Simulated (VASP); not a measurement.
The system is AlRu.

```
Al Ru
1.0
     3.02608    0.00000    0.00000
     0.00000    3.02608    0.00000
     0.00000    0.00000    3.02608
Al Ru
1 1
Direct
  0.00000 0.00000 0.00000
  0.50000 0.50000 0.50000
```

```yaml
Program: VASP 6.6.1
Task: relaxation of cell and atoms
Functional: PBE
Potentials_or_basis: VASP PAW PBE potentials, release 64 (Al, Ru_pv)
Cutoff: 600 eV
k_mesh: 14 × 14 × 14
Occupations: gaussian, width 0.1 eV
Spin: no spin polarisation
```

At the start: pressure -4.3 GPa; volume 13.86 Å³/atom.

Task: Where does the relaxation end?

Result: Over 3 steps the energy falls by 4.2 meV/atom and the volume is 13.55 Å³/atom (-2.2 %); space group Pm-3m (No. 221, to 0.05 Å).

Step by step:
```tsv
step	energy change (eV)	largest force (eV/Å)	pressure (GPa)	volume (Å³)
1	0.0000	0.0000	-4.32	27.71
2	0.0101	0.0000	7.10	26.24
3	-0.0084	0.0000	-0.03	27.10
```

Final structure:
```yaml
crystal:
  lattice:
    - [3.00388, 0.00000, 0.00000]
    - [0.00000, 3.00388, 0.00000]
    - [0.00000, 0.00000, 3.00388]
  atoms:
    - { symbol: Al, position: [0.00000, 0.00000, 0.00000] }
    - { symbol: Ru, position: [0.50000, 0.50000, 0.50000] }
```
